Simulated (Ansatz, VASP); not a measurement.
Two plane-wave programs on Mg4H

```
Mg H
1.0
     6.42014    0.00000    0.00000
     0.00000    5.13791    0.00000
     0.00000    0.00000   21.66448
Mg H
8 2
Direct
  0.00000 0.75000 0.18463
  0.50000 0.75000 0.18463
  0.25000 0.25000 0.22741
  0.75000 0.25000 0.22741
  0.25000 0.75000 0.31732
  0.75000 0.75000 0.31732
  0.00000 0.25000 0.35378
  0.50000 0.25000 0.35378
  0.67843 0.08333 0.51995
  0.82157 0.08333 0.51995
```

Alike in both runs: task single point; functional PBE; k mesh 4 × 5 × 1; occupations gaussian, width 0.1 eV; no spin polarisation.

```csv
,VASP,Ansatz
version,VASP 6.6.1,Ansatz 0.2.0
potentials or method,"VASP PAW PBE potentials, release 64 (Mg, H), cutoff 520 eV","scalar-relativistic, plane waves, PAW"
valence electrons in the cell,18,82
```

|  | VASP | Ansatz | Ansatz less VASP |
| --- | --- | --- | --- |
| gap on the k mesh at the Fermi level (eV) | none | none | - |
| rms of the force components (eV/Å) | 0.910 | 0.910 | 0.0000 |
| work function, face that differs most (eV) | 3.73 | 3.72 | -0.008 |

Atom by atom the forces differ by 0.003 eV/Å (rms over components). A gap of «none» marks a metal or a gap that the smearing closes. VASP's potentials hold 18 valence electrons a cell and Ansatz's 82, so a difference there can come from the potentials and not from the codes.
